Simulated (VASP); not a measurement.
# C (Imma) in VASP: single point with PBE

Aim: the single point of C with PBE.

Everything below comes from runs of VASP 6.6.1. Logs are shortened: lines on timing, memory, paths and dates and some standing lists are left out, and cuts for length are marked.

**1. The cell of the first run**

It takes space group Imma (No. 74, orthorhombic). Conventional cell: a = 2.522 Å, b = 2.522 Å, c = 3.567 Å, α = 90.00°, β = 90.00°, γ = 90.00°. C (site symmetry mm2) has 4 C at 1.51 to 1.58 Å within 2.0 Å.

**2. Single point, PBE**

Contents of INCAR:

```
PREC = Accurate ; ENCUT = 600
EDIFF = 1E-6 ; ISMEAR = 0
SIGMA = 0.01 ; LREAL = False
LASPH = True ; NELM = 120
ALGO = Normal ; ISIF = 2
LWAVE = False ; LCHARG = False
GGA = PE ; NBANDS = 11
GGA_COMPAT = False
```

Contents of KPOINTS:

```
regular mesh
0
Gamma
  4 4 4
```

Contents of POSCAR:

```
C
1.0
    0.0000000000      1.7835000000      1.7835000000
    1.7835000000      0.0000000000      1.7835000000
    1.7835000000      1.7835000000      0.0000000000
C
2
Direct
    0.1165895711      0.1334104289      0.1334104289
    0.8834104289      0.8665895711      0.8665895711
```

Potentials or basis: VASP PAW PBE potentials, release 64 (C).

Run with:

```bash
> cat potpaw_PBE.64/C/POTCAR > POTCAR
> mpirun -np 1 vasp_std > vasp.out
```

OUTCAR:

```text
PREC = Accurate
   ENCUT = 600
   EDIFF = 1E-6
   ISMEAR = 0
   LREAL = False
   LASPH = True
   NELM = 120
   ISIF = 2
   GGA = PE

 ion  position               nearest neighbor table
   1  0.117  0.133  0.133-   2 1.51   2 1.51   2 1.58   2 1.58
   2  0.883  0.867  0.867-   1 1.51   1 1.51   1 1.58   1 1.58

  LATTYP: Found a face centered cubic cell.
 ALAT       =     3.5670000000

  Lattice vectors:

 A1 = (   0.0000000000,   1.7835000000,   1.7835000000)
 A2 = (   1.7835000000,   0.0000000000,   1.7835000000)
 A3 = (   1.7835000000,   1.7835000000,   0.0000000000)

Analysis of symmetry for initial positions (statically):
=====================================================================
 Subroutine PRICEL returns:
 Original cell was already a primitive cell.

 Routine SETGRP: Setting up the symmetry group for a
 face centered cubic supercell.

 Subroutine GETGRP returns: Found  8 space group operations
 (whereof  4 operations were pure point group operations)
 out of a pool of 48 trial point group operations.

The static configuration has the point symmetry C_2h.
 The point group associated with its full space group is D_2h.

Analysis of symmetry for dynamics (positions and initial velocities):
=====================================================================
 Subroutine PRICEL returns:
 Original cell was already a primitive cell.

 Routine SETGRP: Setting up the symmetry group for a
 face centered cubic supercell.

 Subroutine GETGRP returns: Found  8 space group operations
 (whereof  4 operations were pure point group operations)
 out of a pool of 48 trial point group operations.

The dynamic configuration has the point symmetry C_2h.
 The point group associated with its full space group is D_2h.

 Subroutine INISYM returns: Found  8 space group operations
 (whereof  4 operations are pure point group operations),
 and found     1 'primitive' translations

----------------------------------------------------------------------------------------

                                     Primitive cell

  volume of cell :      11.3462

  direct lattice vectors                    reciprocal lattice vectors
     0.000000000  1.783500000  1.783500000    -0.280347631  0.280347631  0.280347631
     1.783500000  0.000000000  1.783500000     0.280347631 -0.280347631  0.280347631
     1.783500000  1.783500000  0.000000000     0.280347631  0.280347631 -0.280347631

  length of vectors
     2.522249888  2.522249888  2.522249888     0.485576341  0.485576341  0.485576341

  position of ions in fractional coordinates (direct lattice)
     0.116589571  0.133410429  0.133410429
     0.883410429  0.866589571  0.866589571

  ion indices of the primitive-cell ions
   primitive index   ion index
                 1           1
                 2           2

----------------------------------------------------------------------------------------

 KPOINTS: regular mesh

Automatic generation of k-mesh.
 Grid dimensions read from file:
 generate k-points for:    4    4    4

 Generating k-lattice:

  Cartesian coordinates                     Fractional coordinates (reciprocal lattice)
    -0.070086908  0.070086908  0.070086908     0.250000000  0.000000000  0.000000000
     0.070086908 -0.070086908  0.070086908     0.000000000  0.250000000  0.000000000
     0.070086908  0.070086908 -0.070086908     0.000000000  0.000000000  0.250000000

  Length of vectors
     0.121394085  0.121394085  0.121394085

  Shift w.r.t. Gamma in fractional coordinates (k-lattice)
     0.000000000  0.000000000  0.000000000

 Subroutine IBZKPT returns following result:
 ===========================================

 Found     18 irreducible k-points:

 Following reciprocal coordinates:
            Coordinates               Weight
  0.000000  0.000000  0.000000      1.000000
  0.250000  0.000000  0.000000      4.000000
  0.000000  0.250000  0.000000      4.000000
  0.500000  0.000000  0.000000      2.000000
  0.000000  0.500000  0.000000      2.000000
  0.250000  0.250000  0.000000      4.000000
[... 10 lines left out ...]
 -0.250000  0.500000  0.250000      4.000000
  0.500000  0.250000 -0.250000      2.000000
   k-points           NKPTS =     18   k-points in BZ     NKDIM =     18   number of bands    NBANDS=     11
   number of dos      NEDOS =    301   number of ions     NIONS =      2
   total plane-waves  NPLWV =   8000
   dimension x,y,z NGX =    20 NGY =   20 NGZ =   20
   dimension x,y,z NGXF=    40 NGYF=   40 NGZF=   40
   ions per type =               2
   NGX,Y,Z   is equivalent  to a cutoff of  13.18, 13.18, 13.18 a.u.
   NGXF,Y,Z  is equivalent  to a cutoff of  26.36, 26.36, 26.36 a.u.
 SYSTEM =  unknown system
   PREC   = accura    normal or accurate (medium, high low for compatibility)
   ISTART =      0    job   : 0-new  1-cont  2-samecut
   ICHARG =      2    charge: 1-file 2-atom 10-const
   ISPIN  =      1    spin polarized calculation?
   LNONCOLLINEAR =      F non collinear calculations
   LSORBIT =      F    spin-orbit coupling
   LASPH  =      T    aspherical Exc in radial PAW
   ENCUT  =  600.0 eV  44.10 Ry    6.64 a.u.   5.04  5.04  5.04*2*pi/ulx,y,z
   NELM   =    120;   NELMIN=  2; NELMDL= -5     # of ELM steps
   EDIFF  = 0.1E-05   stopping-criterion for ELM
   LREAL  =      F    real-space projection
   EDIFFG = 0.1E-04   stopping-criterion for IOM
   NSW    =      0    number of steps for IOM
   IBRION =     -1    ionic relax: 0-MD 1-quasi-New 2-CG
   NFREE  =      0    steps in history (QN), initial steepest desc. (CG)
   ISIF   =      2    stress and relaxation
   ISYM   =      2    0-nonsym 1-usesym 2-fastsym
   POTIM  = 0.5000    time-step for ionic-motion
   TEBEG  =    0.0;   TEEND  =   0.0 temperature during run
   PSTRESS=    0.0 pullay stress
   NELECT =       8.0000    total number of electrons
   NUPDOWN=      -1.0000    fix difference up-down
   EMIN   =  10.00;   EMAX   =-10.00  energy-range for DOS
   EFERMI =   0.00;   METHOD = LEGACY
   ISMEAR =     0;   SIGMA  =   0.01  broadening in eV -4-tet -1-fermi 0-gaus
   EFERMI_NEDOS =   21; number of points for ismear=-14 and -15
   IALGO  =     38    algorithm
   IMIX   =      4    mixing-type and parameters
     AMIX     =   0.40;   BMIX     =  1.00
     AMIX_MAG =   1.60;   BMIX_MAG =  1.00
  volume/ion in A,a.u.               =       5.67        38.28
  Fermi-wavevector in a.u.,A,eV,Ry     =   1.457097  2.753514 28.886949  2.123131
  Thomas-Fermi vector in A             =   2.573938
   LORBIT       =      0    0 simple, 1 ext, 2 COOP (PROOUT), +10 PAW based schemes
   GGA     = PE    functional components
   LHFCALC =     F    Hartree Fock is set to
   AEXX    =    0.0000 exact exchange contribution
   IVDW    =     0    specifies the selected vdW correction
   LEPSILON=     F    determine dielectric tensor
   LRPA    =     F    only Hartree local field effects (RPA)
 non-spin polarized calculation
 Gauss-broadening in eV      SIGMA  =   0.01
  energy-cutoff  :      600.00
  volume of cell :       11.35
 maximum number of plane-waves:       392
   NGX =  9   NGY =  9   NGZ =  9

 number of electron       8.0000000 magnetization

 Free energy of the ion-electron system (eV)
  ---------------------------------------------------
  ext. energy  EPLUGINS =         0.00000000
  ---------------------------------------------------
  free energy    TOTEN  =       -17.98758883 eV

  energy without entropy =      -17.98758883  energy(sigma->0) =      -17.98758883

 E-fermi :  10.7672     XC(G=0): -13.2365

 val. band max:       10.6764260970   @ k =   0.0000   0.0000   0.0000
 cond. band min:      14.1017578963   @ k =   0.2500   0.2500   0.0000
 fundamental gap:      3.4253317993
 Fermi energy:        10.7672336931

 k-point     1 :       0.0000    0.0000    0.0000
  band No.  band energies     occupation
      1     -11.7353      2.00000
      2       8.8376      2.00000
      3       9.8078      2.00000
      4      10.6764      2.00000
      5      14.5466      0.00000
      6      15.2736      0.00000
      7      16.1739      0.00000
      8      23.0690      0.00000
      9      29.0078      0.00000
     10      36.2592      0.00000
     11      36.2804      0.00000

 k-point     2 :       0.2500    0.0000    0.0000
  band No.  band energies     occupation
      1     -10.0216      2.00000
      2       3.3452      2.00000
      3       7.3562      2.00000
      4       8.4177      2.00000
      5      16.6870      0.00000
      6      17.9536      0.00000
      7      18.2311      0.00000
      8      24.1922      0.00000
      9      30.6147      0.00000
     10      32.1651      0.00000
     11      32.6059      0.00000

 k-point     3 :       0.0000    0.2500    0.0000
  band No.  band energies     occupation
      1     -10.0217      2.00000
      2       2.9224      2.00000
      3       7.6938      2.00000
      4       8.6043      2.00000
      5      16.9219      0.00000
      6      17.5757      0.00000
      7      18.6259      0.00000
      8      24.5471      0.00000
      9      30.1452      0.00000
     10      31.7923      0.00000
     11      32.0860      0.00000

 k-point     4 :       0.5000    0.0000    0.0000
  band No.  band energies     occupation
      1      -6.0672      2.00000
      2      -3.3929      2.00000
      3       6.3756      2.00000
      4       7.4032      2.00000
      5      17.1435      0.00000
      6      18.6547      0.00000
      7      18.9218      0.00000
      8      25.0731      0.00000
      9      32.2566      0.00000
     10      33.4708      0.00000
     11      35.4837      0.00000

 k-point     5 :       0.0000    0.5000    0.0000
  band No.  band energies     occupation
      1      -5.8572      2.00000
      2      -3.8761      2.00000
      3       6.5800      2.00000
      4       7.4929      2.00000
      5      17.5181      0.00000
      6      18.3672      0.00000
      7      19.4176      0.00000
      8      25.7857      0.00000
      9      30.9745      0.00000
     10      34.3202      0.00000
     11      34.7941      0.00000
[... 127 lines left out ...]
 k-point    15 :       0.5000    0.5000    0.0000
  band No.  band energies     occupation
      1      -3.0428      2.00000
      2      -3.0428      2.00000
      3       3.4835      2.00000
      4       3.4835      2.00000
      5      14.4276      0.00000
      6      14.4276      0.00000
      7      26.6639      0.00000
      8      26.6639      0.00000
      9      32.9363      0.00000
     10      32.9363      0.00000
     11      42.1630      0.00000

 k-point    16 :       0.0000    0.5000    0.5000
  band No.  band energies     occupation
      1      -3.2569      2.00000
      2      -2.7737      2.00000
      3       3.1365      2.00000
      4       3.7201      2.00000
      5      14.2180      0.00000
      6      14.7912      0.00000
      7      26.0204      0.00000
      8      27.1892      0.00000
      9      31.9091      0.00000
     10      34.0684      0.00000
     11      41.4117      0.00000

 k-point    17 :      -0.2500    0.5000    0.2500
  band No.  band energies     occupation
      1      -2.4905      2.00000
      2      -1.9751      2.00000
      3       1.1567      2.00000
      4       1.6899      2.00000
      5      19.7281      0.00000
      6      20.9944      0.00000
      7      21.7934      0.00000
      8      22.2714      0.00000
      9      30.9707      0.00000
     10      31.3140      0.00000
     11      39.8983      0.00000

 k-point    18 :       0.5000    0.2500   -0.2500
  band No.  band energies     occupation
      1      -2.2638      2.00000
      2      -2.2638      2.00000
      3       1.4620      2.00000
      4       1.4620      2.00000
      5      19.9807      0.00000
      6      19.9807      0.00000
      7      22.4887      0.00000
      8      22.4887      0.00000
      9      31.0373      0.00000
     10      31.0373      0.00000
     11      40.1839      0.00000

------------------------ aborting loop because EDIFF is reached ----------------------------------------

  FORCE on cell =-STRESS in cart. coord.  units (eV):
  Direction    XX          YY          ZZ          XY          YZ          ZX
  --------------------------------------------------------------------------------------
  -------------------------------------------------------------------------------------
  Total        0.2446188      0.3118922      0.3118922      0.0000000     -0.1948231      0.0000000
  in kB       34.5422910     44.0418670     44.0418670      0.0000000    -27.5107048      0.0000000
  external PRESSURE =      40.8753417 kB  Pullay stress =       0.0000000 kB

 VOLUME and BASIS-vectors are now :
 -----------------------------------------------------------------------------
  energy-cutoff  :      600.00
  volume of cell :       11.35
      direct lattice vectors                 reciprocal lattice vectors
     0.000000000  1.783500000  1.783500000    -0.280347631  0.280347631  0.280347631
     1.783500000  0.000000000  1.783500000     0.280347631 -0.280347631  0.280347631
     1.783500000  1.783500000  0.000000000     0.280347631  0.280347631 -0.280347631

 POSITION                                       TOTAL-FORCE (eV/Angst)
 -----------------------------------------------------------------------------------
      0.47587      0.44588      0.44588        -2.316648      0.000000      0.000000
      3.09113      3.12113      3.12113         2.316648      0.000000      0.000000
 -----------------------------------------------------------------------------------
    total drift:                               -0.000000     -0.000000      0.000000

  FREE ENERGIE OF THE ION-ELECTRON SYSTEM (eV)
  ---------------------------------------------------
  free  energy   TOTEN  =       -17.9875888261 eV

  energy  without entropy=      -17.9875888261  energy(sigma->0) =      -17.98758883
```

Wall time 2.8 s (1 thread of Intel Xeon 6975P-C (Granite Rapids), shared host); peak memory 0.11 GiB.

Results:

```
Free energy            : -17.9876 eV
Pressure               : 4.1 GPa
Largest force          : 2.317 eV/Å
Band gap on the k mesh : 3.43 eV, indirect (least direct gap 3.87 eV)
```

Forces in eV/Å, atoms in the order of the input:
```
C   -2.317  0.000  0.000
C    2.317  0.000  0.000
```

Caveat: the k points lie up to 0.76 Å⁻¹ apart; forces of over 1 eV/Å act on the atoms, so gaps and moduli don't describe the material at rest. As with any semilocal functional, this PBE gap is likely too small.
